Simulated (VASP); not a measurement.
# LiTi12 (a cell with a defect) in VASP: single point with PBE

Aim: the single point of LiTi12 (a cell with a defect) with PBE.

Program: VASP 6.6.1. These are calculated values, not measurements. Logs are shortened: lines on timing, memory, paths and dates and some standing lists are left out, and cuts for length are marked.

**1. The cell of the first run**

The cell holds a defect, 13 atoms: a = 5.900 Å, b = 8.850 Å, c = 4.685 Å, α = 90.00°, β = 90.00°, γ = 120.00°.

**2. Single point, PBE**

File INCAR:

```
SYSTEM = LiTi12
  PREC = Accurate
  ENCUT = 520
  EDIFF = 1E-6
  ISMEAR = -1
  SIGMA = 0.1
  LREAL = .False.
  LASPH = .True.
  NELM = 80
  ALGO = Normal
  ISIF = 2
  LWAVE = .False.
  LCHARG = .True.
  GGA = PE
  LELF = .True.
  LVHAR = .True.
  NBANDS = 86
```

File KPOINTS:

```
regular mesh
0
Gamma
  3 2 4
  0 0 0
```

File POSCAR:

```
LiTi12
1.0
    5.9000000000      0.0000000000      0.0000000000
   -4.4250000000      7.6643250000      0.0000000000
    0.0000000000      0.0000000000      4.6846000000
Ti Li
12 1
Direct
    0.0075496736      0.0006624417     -0.0249049870
    0.1427409982      0.1864646068      0.4706211666
   -0.0423423962      0.3116405127      0.0649905481
    0.1526332797      0.5739654234      0.4358522050
   -0.0040243465      0.6579474023     -0.0705041498
    0.1574419964      0.8840547552      0.4603361218
    0.5065352054      0.0022640281      0.0397957298
    0.6701020264      0.2292112578      0.5700144641
    0.5151625430      0.3124441587      0.0630178387
    0.7051961594      0.5736800745      0.4345808456
    0.5275238630      0.7048846805      0.0301698397
    0.6608676402      0.8887870336      0.5253163549
    0.3340014573      0.4452499247      0.7592018222
```

Potentials or basis: VASP PAW PBE potentials, release 64 (Ti_sv, Li_sv).

Launch:

```
$ cat potpaw_PBE.64/Ti_sv/POTCAR potpaw_PBE.64/Li_sv/POTCAR > POTCAR
$ mpirun -np 1 vasp_std > vasp.out
```

OUTCAR:

```text
SYSTEM = LiTi12
   PREC = Accurate
   ENCUT = 520
   EDIFF = 1E-6
   ISMEAR = -1
   LREAL = .False.
   LASPH = .True.
   NELM = 80
   ISIF = 2
   GGA = PE

 ion  position               nearest neighbor table
   1  0.008  0.001  0.975-   2 2.72  11 2.74  12 2.75   2 2.76   6 2.82   9 2.91
   2  0.143  0.186  0.471-  13 2.40   3 2.69   9 2.70   6 2.72   1 2.72  12 2.76   1 2.76
   3  0.958  0.312  0.065-  13 2.40   9 2.61   4 2.66   2 2.69   7 2.70   8 2.75   8 2.79
   4  0.153  0.574  0.436-  13 2.44  10 2.64   3 2.66  11 2.70   5 2.73   6 2.73   5 2.78
   5  0.996  0.658  0.929-   4 2.73  10 2.76   4 2.78  10 2.80   6 2.80
   6  0.157  0.884  0.460-   7 2.66  10 2.71   2 2.72   4 2.73   5 2.80   1 2.82
   7  0.507  0.002  0.040-   6 2.66  11 2.70   3 2.70   9 2.72   8 2.81  12 2.82
   8  0.670  0.229  0.570-   9 2.72   3 2.75   9 2.77   3 2.79   7 2.81
   9  0.515  0.312  0.063-  13 2.41   3 2.61  10 2.65   2 2.70   8 2.72   7 2.72   8 2.77   1 2.91

  10  0.705  0.574  0.435-  13 2.43   4 2.64   9 2.65  11 2.69   6 2.71   5 2.76   5 2.80
  11  0.528  0.705  0.030-  13 2.36  10 2.69   7 2.70   4 2.70  12 2.71   1 2.74  12 2.75
  12  0.661  0.889  0.525-  11 2.71   1 2.75  11 2.75   2 2.76   7 2.82
  13  0.334  0.445  0.759-  11 2.36   3 2.40   2 2.40   9 2.41  10 2.43   4 2.44

  LATTYP: Found a simple monoclinic cell.
 ALAT       =     5.9000000000
 B/A-ratio  =     0.7940000000
 C/A-ratio  =     1.3228756849
 COS(beta)  =    -0.1889822323

  Lattice vectors:

 A1 = (   5.9000000000,   0.0000000000,   0.0000000000)
 A2 = (   0.0000000000,   0.0000000000,   4.6846000000)
 A3 = (  -1.4750000000,  -7.6643250000,   0.0000000000)

Analysis of symmetry for initial positions (statically):
=====================================================================
 Subroutine PRICEL returns:
 Original cell was already a primitive cell.

 Routine SETGRP: Setting up the symmetry group for a
 simple monoclinic supercell.

 Subroutine GETGRP returns: Found  1 space group operations
 (whereof  1 operations were pure point group operations)
 out of a pool of  4 trial point group operations.

The static configuration has the point symmetry C_1 .

Analysis of symmetry for dynamics (positions and initial velocities):
=====================================================================
 Subroutine PRICEL returns:
 Original cell was already a primitive cell.

 Routine SETGRP: Setting up the symmetry group for a
 simple monoclinic supercell.

 Subroutine GETGRP returns: Found  1 space group operations
 (whereof  1 operations were pure point group operations)
 out of a pool of  4 trial point group operations.

The dynamic configuration has the point symmetry C_1 .

 Subroutine INISYM returns: Found  1 space group operations
 (whereof  1 operations are pure point group operations),
 and found     1 'primitive' translations

----------------------------------------------------------------------------------------

                                     Primitive cell

  volume of cell :     211.8354

  direct lattice vectors                    reciprocal lattice vectors
     5.900000000  0.000000000  0.000000000     0.169491525  0.097855976  0.000000000
    -4.425000000  7.664325000  0.000000000     0.000000000  0.130474634  0.000000000
     0.000000000  0.000000000  4.684600000     0.000000000  0.000000000  0.213465397

  length of vectors
     5.900000000  8.850000153  4.684600000     0.195711955  0.130474634  0.213465397

  position of ions in fractional coordinates (direct lattice)
     0.007549674  0.000662442  0.975095013
     0.142740998  0.186464607  0.470621167
     0.957657604  0.311640513  0.064990548
     0.152633280  0.573965423  0.435852205
     0.995975653  0.657947402  0.929495850
     0.157441996  0.884054755  0.460336122
     0.506535205  0.002264028  0.039795730
     0.670102026  0.229211258  0.570014464
     0.515162543  0.312444159  0.063017839
     0.705196159  0.573680074  0.434580846
     0.527523863  0.704884681  0.030169840
     0.660867640  0.888787034  0.525316355
     0.334001457  0.445249925  0.759201822

  ion indices of the primitive-cell ions
   primitive index   ion index
                 1           1
                 2           2
                 3           3
                 4           4
                 5           5
                 6           6
                 7           7
                 8           8
                 9           9
                10          10
                11          11
                12          12
                13          13

----------------------------------------------------------------------------------------

 KPOINTS: regular mesh

Automatic generation of k-mesh.
 Grid dimensions read from file:
 generate k-points for:    3    2    4

 Generating k-lattice:

  Cartesian coordinates                     Fractional coordinates (reciprocal lattice)
     0.056497175  0.032618659  0.000000000     0.333333333  0.000000000  0.000000000
     0.000000000  0.065237317  0.000000000     0.000000000  0.500000000  0.000000000
     0.000000000  0.000000000  0.053366349     0.000000000  0.000000000  0.250000000

  Length of vectors
     0.065237318  0.065237317  0.053366349

  Shift w.r.t. Gamma in fractional coordinates (k-lattice)
     0.000000000  0.000000000  0.000000000

 -----------------------------------------------------------------------------
|                                                                             |
|           W    W    AA    RRRRR   N    N  II  N    N   GGGG   !!!           |
|           W    W   A  A   R    R  NN   N  II  NN   N  G    G  !!!           |
|           W    W  A    A  R    R  N N  N  II  N N  N  G       !!!           |
|           W WW W  AAAAAA  RRRRR   N  N N  II  N  N N  G  GGG   !            |
|           WW  WW  A    A  R   R   N   NN  II  N   NN  G    G                |
|           W    W  A    A  R    R  N    N  II  N    N   GGGG   !!!           |
|                                                                             |
|     Your reciprocal lattice and k-lattice belong to different lattice       |
|     classes:                                                                |
|                                                                             |
|        The reciprocal lattice is simple monoclinic,                         |
|        whereas your k-lattice is hexagonal.                                 |
|                                                                             |
|     Results are often still useful ...                                      |
|                                                                             |
 -----------------------------------------------------------------------------

 Subroutine IBZKPT returns following result:
 ===========================================

 Found     14 irreducible k-points:

 Following reciprocal coordinates:
            Coordinates               Weight
  0.000000  0.000000  0.000000      1.000000
  0.333333 -0.000000  0.000000      2.000000
  0.000000  0.500000  0.000000      1.000000
  0.333333  0.500000  0.000000      2.000000
  0.000000  0.000000  0.250000      2.000000
  0.333333 -0.000000  0.250000      2.000000
 -0.333333  0.000000  0.250000      2.000000
  0.000000  0.500000  0.250000      2.000000
  0.333333  0.500000  0.250000      2.000000
 -0.333333  0.500000  0.250000      2.000000
  0.000000  0.000000  0.500000      1.000000
  0.333333 -0.000000  0.500000      2.000000
  0.000000  0.500000  0.500000      1.000000
  0.333333  0.500000  0.500000      2.000000
   k-points           NKPTS =     14   k-points in BZ     NKDIM =     14   number of bands    NBANDS=     86
   number of dos      NEDOS =    301   number of ions     NIONS =     13
   total plane-waves  NPLWV = 120960
   dimension x,y,z NGX =    48 NGY =   70 NGZ =   36
   dimension x,y,z NGXF=    96 NGYF=  140 NGZF=   72
   ions per type =              12   1
   NGX,Y,Z   is equivalent  to a cutoff of  13.53, 13.15, 12.78 a.u.
   NGXF,Y,Z  is equivalent  to a cutoff of  27.05, 26.30, 25.55 a.u.
 SYSTEM =  LiTi12
   PREC   = accura    normal or accurate (medium, high low for compatibility)
   ISTART =      0    job   : 0-new  1-cont  2-samecut
   ICHARG =      2    charge: 1-file 2-atom 10-const
   ISPIN  =      1    spin polarized calculation?
   LNONCOLLINEAR =      F non collinear calculations
   LSORBIT =      F    spin-orbit coupling
   LASPH  =      T    aspherical Exc in radial PAW
   ENCUT  =  520.0 eV  38.22 Ry    6.18 a.u.  10.97 16.46  8.71*2*pi/ulx,y,z
   NELM   =     80;   NELMIN=  2; NELMDL= -5     # of ELM steps
   EDIFF  = 0.1E-05   stopping-criterion for ELM
   LREAL  =      F    real-space projection
   EDIFFG = 0.1E-04   stopping-criterion for IOM
   NSW    =      0    number of steps for IOM
   IBRION =     -1    ionic relax: 0-MD 1-quasi-New 2-CG
   NFREE  =      0    steps in history (QN), initial steepest desc. (CG)
   ISIF   =      2    stress and relaxation
   ISYM   =      2    0-nonsym 1-usesym 2-fastsym
   POTIM  = 0.5000    time-step for ionic-motion
   TEBEG  =    0.0;   TEEND  =   0.0 temperature during run
   PSTRESS=    0.0 pullay stress
   NELECT =     147.0000    total number of electrons
   NUPDOWN=      -1.0000    fix difference up-down
   EMIN   =  10.00;   EMAX   =-10.00  energy-range for DOS
   EFERMI =   0.00;   METHOD = LEGACY
   ISMEAR =    -1;   SIGMA  =   0.10  broadening in eV -4-tet -1-fermi 0-gaus
   EFERMI_NEDOS =   21; number of points for ismear=-14 and -15
   IALGO  =     38    algorithm
   IMIX   =      4    mixing-type and parameters
     AMIX     =   0.40;   BMIX     =  1.00
     AMIX_MAG =   1.60;   BMIX_MAG =  1.00
  volume/ion in A,a.u.               =      16.30       109.96
  Fermi-wavevector in a.u.,A,eV,Ry     =   1.449376  2.738924 28.581642  2.100691
  Thomas-Fermi vector in A             =   2.567110
   LORBIT       =      0    0 simple, 1 ext, 2 COOP (PROOUT), +10 PAW based schemes
   GGA     = PE    functional components
   LHFCALC =     F    Hartree Fock is set to
   AEXX    =    0.0000 exact exchange contribution
   IVDW    =     0    specifies the selected vdW correction
   LEPSILON=     F    determine dielectric tensor
   LRPA    =     F    only Hartree local field effects (RPA)
 non-spin polarized calculation
  energy-cutoff  :      520.00
  volume of cell :      211.84
 maximum number of plane-waves:      5706
 NGX is ok and might be reduce to    48
   NGX = 21   NGY = 33   NGZ = 17

 number of electron     147.0000000 magnetization

 Free energy of the ion-electron system (eV)
  ---------------------------------------------------
  ext. energy  EPLUGINS =         0.00000000
  ---------------------------------------------------
  free energy    TOTEN  =       -93.68567213 eV

  energy without entropy =      -93.20035052  energy(sigma->0) =      -93.44301133

 E-fermi :   8.2647     XC(G=0): -11.5061

 val. band max:        8.2416172745   @ k =   0.3333  -0.0000   0.0000
 cond. band min:       8.2767955471   @ k =   0.0000   0.0000   0.5000
 fundamental gap:      0.0351782726
 Fermi energy:         8.2646749297

 k-point     1 :       0.0000    0.0000    0.0000
  band No.  band energies     occupation
      1     -48.4377      2.00000
      2     -48.4040      2.00000
      3     -48.3579      2.00000
      4     -48.2924      2.00000
      5     -48.2461      2.00000
      6     -48.2344      2.00000
[... 1221 lines left out ...]
     84       9.1993      0.00017
     85       9.3516      0.00004
 [bands above 85 left out]

------------------------ aborting loop because EDIFF is reached ----------------------------------------

  FORCE on cell =-STRESS in cart. coord.  units (eV):
  Direction    XX          YY          ZZ          XY          YZ          ZX
  --------------------------------------------------------------------------------------
  -------------------------------------------------------------------------------------
  Total        4.6200189      6.9476018     11.3599197      0.1091030     -0.4965277     -0.0228469
  in kB       34.9426549     52.5468959     85.9186426      0.8251806     -3.7553954     -0.1727982
  external PRESSURE =      57.8027311 kB  Pullay stress =       0.0000000 kB

 VOLUME and BASIS-vectors are now :
 -----------------------------------------------------------------------------
  energy-cutoff  :      520.00
  volume of cell :      211.84
      direct lattice vectors                 reciprocal lattice vectors
     5.900000000  0.000000000  0.000000000     0.169491525  0.097855976  0.000000000
    -4.425000000  7.664325000  0.000000000     0.000000000  0.130474634  0.000000000
     0.000000000  0.000000000  4.684600000     0.000000000  0.000000000  0.213465397

 POSITION                                       TOTAL-FORCE (eV/Angst)
 -----------------------------------------------------------------------------------
      0.04161      0.00508      4.56793         0.008691      0.026430      0.002836
      0.01707      1.42913      2.20467         0.024207     -0.028472     -0.012705
      4.27117      2.38851      0.30445         0.001599     -0.024230      0.002386
     -1.63926      4.39906      2.04179         0.002339     -0.014299     -0.009044
      2.96484      5.04272      4.35432         0.010379     -0.013538     -0.005282
     -2.98303      6.77568      2.15649        -0.011179      0.002349      0.022983
      2.97854      0.01735      0.18643         0.016073      0.005509     -0.016326
      2.93934      1.75675      2.67029        -0.008998      0.011385      0.005265
      1.65689      2.39467      0.29521        -0.009805      0.011575      0.014501
      1.62212      4.39687      2.03584         0.004942      0.026539     -0.003988
     -0.00672      5.40247      0.14133        -0.015100      0.029882      0.009347
     -0.03376      6.81195      2.46090        -0.019311     -0.029293     -0.005321
      0.00038      3.41254      3.55656        -0.003837     -0.003837     -0.004650
 -----------------------------------------------------------------------------------
    total drift:                               -0.000084      0.000013     -0.000131

  FREE ENERGIE OF THE ION-ELECTRON SYSTEM (eV)
  ---------------------------------------------------
  free  energy   TOTEN  =       -93.6856721334 eV

  energy  without entropy=      -93.2003505172  energy(sigma->0) =      -93.44301133
```

Wall time 8.6 min (1 thread of Intel Xeon Platinum 8259CL at 2.50GHz (Skylake/Cascade Lake), shared host); peak memory 0.42 GiB.

What came out:

```
Free energy            : -93.6857 eV
Largest force          : 0.039 eV/Å
Band gap on the k mesh : zero (an odd number of electrons rules out a gap without spin polarisation)
```

Forces in eV/Å, atoms in the order of the input:
```
Ti   0.009  0.026  0.003
Ti   0.024 -0.028 -0.013
Ti   0.002 -0.024  0.002
Ti   0.002 -0.014 -0.009
Ti   0.010 -0.014 -0.005
Ti  -0.011  0.002  0.023
Ti   0.016  0.006 -0.016
Ti  -0.009  0.011  0.005
Ti  -0.010  0.012  0.015
Ti   0.005  0.027 -0.004
Ti  -0.015  0.030  0.009
Ti  -0.019 -0.029 -0.005
Li  -0.004 -0.004 -0.005
```

Caveat: the k points lie up to 0.41 Å⁻¹ apart, too coarse for converged energies and pressures of a metal; the cutoff is under 1.25 times the usual one of these potentials, so pressure, stress and relaxed cells hold a basis-set (Pulay) error.

The gap in the log of VASP goes by the Fermi energy; the results here count the filled bands.